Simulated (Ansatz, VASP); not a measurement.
## GaSb in VASP and in Ansatz

```xyz
2
Lattice="0.0000 3.0590 3.0590 3.0590 0.0000 3.0590 3.0590 3.0590 0.0000" Properties=species:S:1:pos:R:3 pbc="T T T"
Ga    0.0000    0.0000    0.0000
Sb    4.5885    4.5885    4.5885
```

Alike in both runs: task single point; functional PBE; k mesh 6 × 6 × 6; occupations gaussian, width 0.1 eV; no spin polarisation.

|  | VASP | Ansatz |
| --- | --- | --- |
| version | VASP 6.6.1 | Ansatz 0.2.0 |
| potentials or method | VASP PAW PBE potentials, release 64 (Ga_d, Sb), cutoff 500 eV | scalar-relativistic, plane waves, PAW |
| valence electrons in the cell | 18 | 28 |

```tsv
	VASP	Ansatz	Ansatz less VASP
gap on the k mesh at the Fermi level (eV)	none	none	-
pressure (GPa)	2.5	2.4	-0.07
```

A gap of «none» marks a metal or a gap that the smearing closes. With one functional, cell and mesh, what is left measures potentials, basis and numerics. VASP's potentials hold 18 valence electrons a cell and Ansatz's 28, so a difference there can come from the potentials and not from the codes.

Neither program's run includes spin-orbit coupling.
